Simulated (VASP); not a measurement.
Runs of VASP 6.6.1 on P. The structure is that of space group Pmna (No. 53), or close to it. The cells are those of the table. 

```csv
task,level,potentials or basis,cell,k mesh,gap on the mesh (eV),largest force (eV/Å)
single point,LDA,"VASP PAW LDA potentials, release 64 (P)","a = 3.348, b = 35.541, c = 4.723 Å, 4 atoms",8 × 1 × 6,0.89,0.44
single point,r2SCAN,"VASP PAW PBE potentials, release 64 (P)","a = 3.217, b = 34.145, c = 4.538 Å, 4 atoms",8 × 1 × 6,1.09,0.58
single point,PBEsol,"VASP PAW PBE potentials, release 64 (P)","a = 3.327, b = 35.316, c = 4.693 Å, 4 atoms",8 × 1 × 6,0.92,0.21
single point,PBEsol,"VASP PAW PBE potentials, release 64 (P)","a = 3.348, b = 35.541, c = 4.723 Å, 4 atoms",8 × 1 × 6,(a),0.32
relaxation of the atoms,PBEsol,"VASP PAW PBE potentials, release 64 (P)","atoms relaxed from a = 3.415, b = 36.251, c = 4.632 Å, 4 atoms",7 × 1 × 5,1.09,0.01
```

Alike in all rows: no spin polarisation; cutoff (eV) 520; smearing fermi-dirac 0.05 eV.

Fill in the values left out.

(a) 0.93.

Caveats: there is no dipole correction, which matters where the two faces differ; the PAW data sets were made with another functional, which shifts forces and pressure a little (at least some runs).

A k mesh can miss the band edges.
